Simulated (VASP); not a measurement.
# LiCl (Fm-3m) in VASP: notebook

LiCl is run at these levels: r2SCAN, PBE0; tasks: relaxation of cell and atoms, single point.

Program: VASP 6.6.1. These are calculated values, not measurements. Logs are shortened: lines on timing, memory, paths and dates and some standing lists are left out, and cuts for length are marked.

## Step 1: The cell of the first run

It takes space group Fm-3m (No. 225, cubic). Conventional cell: a = 5.149 Å, b = 5.149 Å, c = 5.149 Å, α = 90.00°, β = 90.00°, γ = 90.00°. Li (site symmetry m-3m) has 6 Cl at 2.57 Å within 3.4 Å. Within 3.4 Å of Cl (site symmetry m-3m) lie 6 Li at 2.57 Å.

## Step 2: Relaxation of cell and atoms, r2SCAN

The input, POSCAR:

```
LiCl
1.0
    0.0000000000      2.5745971622      2.5745971622
    2.5745971622      0.0000000000      2.5745971622
    2.5745971622      2.5745971622      0.0000000000
Li Cl
1 1
Direct
    0.0000000000      0.0000000000      0.0000000000
    0.5000000000      0.5000000000      0.5000000000
```

The input, INCAR.step1:

```
SYSTEM = LiCl
ALGO = Normal
EDIFF = 1E-4
ENCUT = 600
GGA = PE
ISMEAR = -1
LASPH = .TRUE.
LCHARG = .FALSE.
LREAL = .FALSE.
LWAVE = .TRUE.
NELM = 60
PREC = Accurate
SIGMA = 0.02
```

The input, INCAR.step2:

```
SYSTEM = LiCl
ALGO = Normal
EDIFF = 1E-7
EDIFFG = -0.005
ENCUT = 600
IBRION = 2
ISIF = 3
ISMEAR = -1
ISTART = 1
LASPH = .TRUE.
LCHARG = .FALSE.
LMIXTAU = .TRUE.
LREAL = .FALSE.
LWAVE = .FALSE.
METAGGA = R2SCAN
NELM = 60
NSW = 80
PREC = Accurate
SIGMA = 0.02
```

The input, KPOINTS:

```
k-points
0
G
  8 8 8
  0 0 0
```

Potentials or basis: VASP PAW PBE potentials, release 64 (Li_sv, Cl).

On the command line:

```console
$ cat potpaw_PBE.64/Li_sv/POTCAR potpaw_PBE.64/Cl/POTCAR > POTCAR
$ cp INCAR.step1 INCAR
$ mpirun -np 1 vasp_std > vasp.out
$ cp INCAR.step2 INCAR
$ mpirun -np 1 vasp_std > vasp.out
```

OUTCAR:

```text
SYSTEM = LiCl
   EDIFF = 1E-7
   EDIFFG = -0.005
   ENCUT = 600
   IBRION = 2
   ISIF = 3
   ISMEAR = -1
   ISTART = 1
   LASPH = .TRUE.
   LREAL = .FALSE.
   METAGGA = R2SCAN
   NELM = 60
   NSW = 80
   PREC = Accurate

 ion  position               nearest neighbor table
   1  0.000  0.000  0.000-   2 2.57   2 2.57   2 2.57   2 2.57   2 2.57   2 2.57
   2  0.500  0.500  0.500-   1 2.57   1 2.57   1 2.57   1 2.57   1 2.57   1 2.57

  LATTYP: Found a face centered cubic cell.
 ALAT       =     5.1491943244

  Lattice vectors:

 A1 = (   0.0000000000,   2.5745971622,   2.5745971622)
 A2 = (   2.5745971622,   0.0000000000,   2.5745971622)
 A3 = (   2.5745971622,   2.5745971622,   0.0000000000)

Analysis of symmetry for initial positions (statically):
=====================================================================
 Subroutine PRICEL returns:
 Original cell was already a primitive cell.

 Routine SETGRP: Setting up the symmetry group for a
 face centered cubic supercell.

 Subroutine GETGRP returns: Found 48 space group operations
 (whereof 48 operations were pure point group operations)
 out of a pool of 48 trial point group operations.

The static configuration has the point symmetry O_h .

Analysis of symmetry for dynamics (positions and initial velocities):
=====================================================================
 Subroutine PRICEL returns:
 Original cell was already a primitive cell.

 Routine SETGRP: Setting up the symmetry group for a
 face centered cubic supercell.

 Subroutine GETGRP returns: Found 48 space group operations
 (whereof 48 operations were pure point group operations)
 out of a pool of 48 trial point group operations.

The dynamic configuration has the point symmetry O_h .

 Subroutine INISYM returns: Found 48 space group operations
 (whereof 48 operations are pure point group operations),
 and found     1 'primitive' translations

----------------------------------------------------------------------------------------

                                     Primitive cell

  volume of cell :      34.1317

  direct lattice vectors                    reciprocal lattice vectors
     0.000000000  2.574597162  2.574597162    -0.194205139  0.194205139  0.194205139
     2.574597162  0.000000000  2.574597162     0.194205139 -0.194205139  0.194205139
     2.574597162  2.574597162  0.000000000     0.194205139  0.194205139 -0.194205139

  length of vectors
     3.641030224  3.641030224  3.641030224     0.336373168  0.336373168  0.336373168

  position of ions in fractional coordinates (direct lattice)
     0.000000000  0.000000000  0.000000000
     0.500000000  0.500000000  0.500000000

  ion indices of the primitive-cell ions
   primitive index   ion index
                 1           1
                 2           2

----------------------------------------------------------------------------------------

 KPOINTS: k-points

Automatic generation of k-mesh.
 Grid dimensions read from file:
 generate k-points for:    8    8    8

 Generating k-lattice:

  Cartesian coordinates                     Fractional coordinates (reciprocal lattice)
    -0.024275642  0.024275642  0.024275642     0.125000000  0.000000000  0.000000000
     0.024275642 -0.024275642  0.024275642     0.000000000  0.125000000  0.000000000
     0.024275642  0.024275642 -0.024275642     0.000000000  0.000000000  0.125000000

  Length of vectors
     0.042046646  0.042046646  0.042046646

  Shift w.r.t. Gamma in fractional coordinates (k-lattice)
     0.000000000  0.000000000  0.000000000

 Subroutine IBZKPT returns following result:
 ===========================================

 Found     29 irreducible k-points:

 Following reciprocal coordinates:
            Coordinates               Weight
  0.000000  0.000000  0.000000      1.000000
  0.125000  0.000000  0.000000      8.000000
  0.250000  0.000000  0.000000      8.000000
  0.375000  0.000000  0.000000      8.000000
  0.500000  0.000000  0.000000      4.000000
  0.125000  0.125000  0.000000      6.000000
[... 16 lines left out ...]
  0.500000  0.250000  0.125000     48.000000
 -0.375000  0.250000  0.125000     24.000000
 [... further k-points ...]
   k-points           NKPTS =     29   k-points in BZ     NKDIM =     29   number of bands    NBANDS=      9
   number of dos      NEDOS =    301   number of ions     NIONS =      2
   total plane-waves  NPLWV =  27000
   dimension x,y,z NGX =    30 NGY =   30 NGZ =   30
   dimension x,y,z NGXF=    60 NGYF=   60 NGZF=   60
   ions per type =               1   1
   NGX,Y,Z   is equivalent  to a cutoff of  13.70, 13.70, 13.70 a.u.
   NGXF,Y,Z  is equivalent  to a cutoff of  27.40, 27.40, 27.40 a.u.
 SYSTEM =  LiCl
   PREC   = accura    normal or accurate (medium, high low for compatibility)
   ISTART =      1    job   : 0-new  1-cont  2-samecut
   ICHARG =      0    charge: 1-file 2-atom 10-const
   ISPIN  =      1    spin polarized calculation?
   LNONCOLLINEAR =      F non collinear calculations
   LSORBIT =      F    spin-orbit coupling
   LASPH  =      T    aspherical Exc in radial PAW
   ENCUT  =  600.0 eV  44.10 Ry    6.64 a.u.   7.27  7.27  7.27*2*pi/ulx,y,z
   NELM   =     60;   NELMIN=  2; NELMDL=  0     # of ELM steps
   EDIFF  = 0.1E-06   stopping-criterion for ELM
   LREAL  =      F    real-space projection
   EDIFFG = -.5E-02   stopping-criterion for IOM
   NSW    =     80    number of steps for IOM
   IBRION =      2    ionic relax: 0-MD 1-quasi-New 2-CG
   NFREE  =      1    steps in history (QN), initial steepest desc. (CG)
   ISIF   =      3    stress and relaxation
   ISYM   =      2    0-nonsym 1-usesym 2-fastsym
   POTIM  = 0.5000    time-step for ionic-motion
   TEBEG  =    0.0;   TEEND  =   0.0 temperature during run
   PSTRESS=    0.0 pullay stress
   NELECT =      10.0000    total number of electrons
   NUPDOWN=      -1.0000    fix difference up-down
   EMIN   =  10.00;   EMAX   =-10.00  energy-range for DOS
   EFERMI =   0.00;   METHOD = LEGACY
   ISMEAR =    -1;   SIGMA  =   0.02  broadening in eV -4-tet -1-fermi 0-gaus
   EFERMI_NEDOS =   21; number of points for ismear=-14 and -15
   IALGO  =     38    algorithm
   IMIX   =      4    mixing-type and parameters
     AMIX     =   0.40;   BMIX     =  1.00
     AMIX_MAG =   1.60;   BMIX_MAG =  1.00
  volume/ion in A,a.u.               =      17.07       115.17
  Fermi-wavevector in a.u.,A,eV,Ry     =   1.087315  2.054728 16.085553  1.182255
  Thomas-Fermi vector in A             =   2.223472
   LORBIT       =      0    0 simple, 1 ext, 2 COOP (PROOUT), +10 PAW based schemes
   METAGGA = R2SCAN    functional components
   LHFCALC =     F    Hartree Fock is set to
   AEXX    =    0.0000 exact exchange contribution
   IVDW    =     0    specifies the selected vdW correction
   LEPSILON=     F    determine dielectric tensor
   LRPA    =     F    only Hartree local field effects (RPA)
 conjugate gradient relaxation of ions
 non-spin polarized calculation
  energy-cutoff  :      600.00
  volume of cell :       34.13
 maximum number of plane-waves:      1158
 NGX is ok and might be reduce to    30
   NGX = 15   NGY = 15   NGZ = 15

--------------------------------------- Ionic step        1  -------------------------------------------

 number of electron      10.0000006 magnetization

 Free energy of the ion-electron system (eV)
  ---------------------------------------------------
  ext. energy  EPLUGINS =         0.00000000
  ---------------------------------------------------
  free energy    TOTEN  =       -12.58558765 eV

  energy without entropy =      -12.58558765  energy(sigma->0) =      -12.58558765

 E-fermi :   0.5899     XC(G=0):  -9.1108

 val. band max:        0.1010840925   @ k =   0.0000   0.0000   0.0000
 cond. band min:       7.3226654846   @ k =   0.0000   0.0000   0.0000
 fundamental gap:      7.2215813921
 Fermi energy:         0.5898818506

 k-point     1 :       0.0000    0.0000    0.0000
  band No.  band energies     occupation
      1     -44.7255      2.00000
      2     -13.8413      2.00000
      3       0.1011      2.00000
      4       0.1011      2.00000
      5       0.1011      2.00000
      6       7.3227      0.00000
      7      12.7552      0.00000
      8      12.7552      0.00000
      9      12.7552      0.00000

 k-point     2 :       0.1250    0.0000    0.0000
  band No.  band energies     occupation
      1     -44.7251      2.00000
      2     -13.7656      2.00000
      3      -0.4100      2.00000
      4       0.0584      2.00000
      5       0.0584      2.00000
      6       7.7721      0.00000
      7      12.0110      0.00000
      8      12.7208      0.00000
      9      12.7211      0.00000
[... 394 lines left out ...]
 POSITION                                       TOTAL-FORCE (eV/Angst)
 -----------------------------------------------------------------------------------
      2.53703      2.53703      5.07405         0.000000     -0.000000      0.000000
      2.53703      2.53703      2.53703        -0.000000      0.000000     -0.000000
 -----------------------------------------------------------------------------------
    total drift:                                0.000000     -0.000000      0.000000

  FREE ENERGIE OF THE ION-ELECTRON SYSTEM (eV)
  ---------------------------------------------------
  free  energy   TOTEN  =       -12.5909495563 eV

  energy  without entropy=      -12.5909495563  energy(sigma->0) =      -12.59094956

--------------------------------------- Ionic step        5  -------------------------------------------

 number of electron       9.9999997 magnetization

 Free energy of the ion-electron system (eV)
  ---------------------------------------------------
  ext. energy  EPLUGINS =         0.00000000
  ---------------------------------------------------
  free energy    TOTEN  =       -12.59105774 eV

  energy without entropy =      -12.59105774  energy(sigma->0) =      -12.59105774

 E-fermi :   0.8757     XC(G=0):  -9.2778

 val. band max:        0.3792341958   @ k =   0.0000   0.0000   0.0000
 cond. band min:       7.8404140226   @ k =   0.0000   0.0000   0.0000
 fundamental gap:      7.4611798267
 Fermi energy:         0.8757024401

 k-point     1 :       0.0000    0.0000    0.0000
  band No.  band energies     occupation
      1     -44.3973      2.00000
      2     -13.6945      2.00000
      3       0.3792      2.00000
      4       0.3792      2.00000
      5       0.3792      2.00000
      6       7.8404      0.00000
      7      13.0612      0.00000
      8      13.0612      0.00000
      9      13.0612      0.00000

 k-point     2 :       0.1250    0.0000    0.0000
  band No.  band energies     occupation
      1     -44.3969      2.00000
      2     -13.6129      2.00000
      3      -0.1579      2.00000
      4       0.3336      2.00000
      5       0.3336      2.00000
      6       8.2881      0.00000
      7      12.3384      0.00000
      8      13.0490      0.00000
      9      13.0492      0.00000
[... 286 lines left out ...]
 POSITION                                       TOTAL-FORCE (eV/Angst)
 -----------------------------------------------------------------------------------
      0.00000      0.00000     -0.00000        -0.000000      0.000000     -0.000000
      2.54359      2.54359      2.54359         0.000000     -0.000000      0.000000
 -----------------------------------------------------------------------------------
    total drift:                               -0.000000     -0.000000      0.000000

  FREE ENERGIE OF THE ION-ELECTRON SYSTEM (eV)
  ---------------------------------------------------
  free  energy   TOTEN  =       -12.5910577397 eV

  energy  without entropy=      -12.5910577397  energy(sigma->0) =      -12.59105774

 reached required accuracy - stopping structural energy minimisation
```

Run time: 3.7 min. Hardware: 1 thread of Intel Xeon Platinum 8259CL at 2.50GHz (Skylake/Cascade Lake), shared host; peak memory 0.17 GiB.

Results:

| Item | Value |
| --- | --- |
| Free energy | -12.5911 eV |
| Relaxed volume | 16.46 Å³/atom |
| Relaxed cell | a = 3.597 Å, b = 3.597 Å, c = 3.597 Å, α = 60.00°, β = 60.00°, γ = 60.00° |
| Space group after relaxing (to 0.1 Å) | Fm-3m (No. 225) |
| Energy gained by relaxing | 2.7 meV/atom |
| Ionic steps | 5 |
| Pressure after relaxing | 0.0 GPa |
| Band gap on the k mesh | 7.46 eV |

Step by step:
```csv
step,energy change (eV),largest force (eV/Å),pressure (GPa),volume (Å³)
1,0.0000,0.0000,-1.17,34.13
2,-0.0039,0.0000,-0.66,33.52
3,-0.0050,0.0000,-0.36,33.23
4,-0.0054,0.0000,0.29,32.66
5,-0.0055,0.0000,0.00,32.91
```

Final structure:
```
Li Cl
1.0
     0.00000    2.54359    2.54359
     2.54359    0.00000    2.54359
     2.54359    2.54359    0.00000
Li Cl
1 1
Direct
  0.00000 0.00000 0.00000
  0.50000 0.50000 0.50000
```

Levels at points of the mesh, in eV from the valence-band top:
```csv
k point,band 2,band 3,band 4,band 5,band 6,band 7,band 8,band 9
"(0.00, 0.00, 0.00)",-14.07,0.00,0.00,0.00,7.46,12.68,12.68,12.68
"(0.50, 0.00, 0.00)",-13.46,-2.94,-0.29,-0.28,7.56,10.32,10.32,14.49
"(0.50, 0.50, 0.00)",-13.19,-3.05,-1.17,-1.17,8.83,8.89,13.80,15.62
```

Caveat: the cutoff is under 1.25 times the usual one of these potentials, so pressure, stress and relaxed cells hold a basis-set (Pulay) error; the PAW data sets were made with another functional, which shifts forces and pressure a little. A k mesh can miss the band edges.

## Step 3: Single point, PBE0

This run uses another cell than the first one, of 16.70 Å³/atom.

The input, POSCAR:

```
LiCl
1.0
    0.0000000000      2.5560369889      2.5560369889
    2.5560369889      0.0000000000      2.5560369889
    2.5560369889      2.5560369889      0.0000000000
Li Cl
1 1
Direct
    0.0000000000      0.0000000000      0.0000000000
    0.5000000000      0.5000000000      0.5000000000
```

The input, INCAR.step1:

```
SYSTEM = LiCl
  PREC = Accurate
  ENCUT = 520
  EDIFF = 1E-5
  ISMEAR = 0
  SIGMA = 0.01
  LREAL = .FALSE.
  LASPH = .TRUE.
  NELM = 100
  ALGO = Normal
  ISIF = 2
  LWAVE = .TRUE.
  GGA = PE
  NBANDS = 12
```

The input, INCAR.step2:

```
SYSTEM = LiCl
  PREC = Accurate
  ENCUT = 520
  EDIFF = 1E-6
  ISMEAR = 0
  SIGMA = 0.01
  LREAL = .FALSE.
  LASPH = .TRUE.
  NELM = 100
  ALGO = Normal
  ISIF = 2
  LWAVE = .FALSE.
  LCHARG = .TRUE.
  GGA = PE
  LHFCALC = .TRUE.
  AEXX = 0.25
  PRECFOCK = Normal
  LELF = .TRUE.
  LVHAR = .TRUE.
  ISTART = 1
  NBANDS = 12
```

The input, KPOINTS:

```
Automatic mesh
0
G
  6 6 6
  0 0 0
```

Potentials or basis: VASP PAW PBE potentials, release 64 (Li_sv, Cl).

On the command line:

```console
$ cat potpaw_PBE.64/Li_sv/POTCAR potpaw_PBE.64/Cl/POTCAR > POTCAR
$ cp INCAR.step1 INCAR
$ mpirun -np 1 vasp_std > vasp.out
$ cp INCAR.step2 INCAR
$ mpirun -np 1 vasp_std > vasp.out
```

Wall time 11 min (1 thread of Intel Xeon Platinum 8259CL at 2.50GHz (Skylake/Cascade Lake), shared host); peak memory 0.17 GiB.

The run converged. Its results:

| Item | Value |
| --- | --- |
| Free energy | -8.9862 eV |
| Band gap on the k mesh | 8.52 eV |

Levels at points of the mesh, in eV from the valence-band top:
| k point | band 1 | band 2 | band 3 | band 4 | band 5 | band 6 | band 7 | band 8 | band 9 | band 10 |
| --- | --- | --- | --- | --- | --- | --- | --- | --- | --- | --- |
| (0.00, 0.00, 0.00) | -46.28 | -14.74 | 0.00 | 0.00 | 0.00 | 8.52 | 14.24 | 14.24 | 14.24 | 17.06 |
| (0.50, 0.00, 0.00) | -46.28 | -14.10 | -3.13 | -0.29 | -0.29 | 8.87 | 11.77 | 11.77 | 15.59 | 19.33 |
| (0.50, 0.50, 0.00) | -46.27 | -13.82 | -3.20 | -1.22 | -1.22 | 10.08 | 10.35 | 15.00 | 16.71 | 16.71 |

Caveat: the cutoff is under 1.25 times the usual one of these potentials, so pressure, stress and relaxed cells hold a basis-set (Pulay) error; the PAW data sets were made with another functional, which shifts forces and pressure a little. A k mesh can miss the band edges.
